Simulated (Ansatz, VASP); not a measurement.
## One calculation of HfB, two programs

The input POSCAR:

```
HfB
1.0
    0.0000000000      2.3100000000      2.3100000000
    2.3100000000      0.0000000000      2.3100000000
    2.3100000000      2.3100000000      0.0000000000
Hf B
1 1
Direct
    0.5000000000      0.5000000000      0.5000000000
    0.0000000000      0.0000000000      0.0000000000
```

The input INCAR.step1:

```
ALGO = Normal
EDIFF = 1E-4
ENCUT = 600
GGA = PE
ISMEAR = -1
LASPH = True
LCHARG = False
LDAU = True
LDAUJ = 0 0
LDAUL = 2 -1
LDAUTYPE = 2
LDAUU = 1 0
LMAXMIX = 4
LREAL = False
LWAVE = True
NELM = 150
PREC = Accurate
SIGMA = 0.05
```

File INCAR.step2:

```
ALGO = Normal
EDIFF = 1E-6
EDIFFG = -0.01
ENCUT = 600
IBRION = 2
ISIF = 3
ISMEAR = -1
ISTART = 1
LASPH = True
LCHARG = False
LDAU = True
LDAUJ = 0 0
LDAUL = 2 -1
LDAUPRINT = 1
LDAUTYPE = 2
LDAUU = 1 0
LMAXMIX = 4
LMIXTAU = True
LREAL = False
LWAVE = False
METAGGA = R2SCAN
NELM = 150
NSW = 60
PREC = Accurate
SIGMA = 0.05
```

The input KPOINTS:

```
k-points
0
Gamma
  10 10 10
```

input.yaml

```yaml
crystal:
  lattice:
    - [0.0, 2.31, 2.31]
    - [2.31, 0.0, 2.31]
    - [2.31, 2.31, 0.0]
  atoms:
    - { symbol: Hf, position: [0.5, 0.5, 0.5] }
    - { symbol: B, position: [0.0, 0.0, 0.0] }
hamiltonian:
  xc: r2scan
  pseudopotentials: { kind: paw }
  hubbard: { sites: [{ species: Hf, l: d, u_eff: 1.0 }] }
kpoints:
  mp_grid: { grid: [10, 10, 10] }
scf:
  occupations: { method: fermi_dirac, width: 0.05 }
output:
  forces: true
  stress: true
  eigenvalues: true
relax:
  f_tol: 0.01
  max_steps: 40
  cell: { stress_tol: 0.05 }
```

Alike in both runs: task relaxation of cell and atoms; functional r2SCAN; k mesh 10 × 10 × 10; occupations fermi-dirac, width 0.05 eV; no spin polarisation; Hubbard terms Hf d U = 1.0 eV.

|  | VASP | Ansatz |
| --- | --- | --- |
| version | VASP 6.6.1 | Ansatz 0.2.0 |
| potentials or method | VASP PAW PBE potentials, release 64 (Hf_pv, B) | Ansatz PAW |
| plane-wave cutoff (eV) | 600 | 500 |
| valence electrons in the cell | 13 | 29 |

VASP gave:

| Item | Value |
| --- | --- |
| gap on the k mesh at the Fermi level, each at its own relaxed structure (eV) | none |
| relaxed volume (Å³/atom) | 14.25 |
| relaxed cell length with the largest relative difference (Å) | 3.429 |

Estimate Ansatz's values.

gap on the k mesh at the Fermi level, each at its own relaxed structure (eV): none; relaxed volume (Å³/atom): 14.18; relaxed cell length with the largest relative difference (Å): 3.423.

VASP's potentials were made for PBE, not for r2SCAN. The programs project onto different local orbitals, so the same U acts differently, and such runs can settle in different states. A gap of «none» marks a metal or a gap that the smearing closes. VASP's potentials hold 13 valence electrons a cell and Ansatz's 29, so a difference there can come from the potentials and not from the codes.

Neither program's run includes spin-orbit coupling. Noted on VASP's run: the volume moved by over 15 % at a fixed basis, so the end points are rough. Noted on Ansatz's run: the volume moved by over 15 % at a fixed basis, so the end points are rough; the plane-wave basis is chosen anew once the cell has moved, so the energies of steps on either side of that aren't comparable.
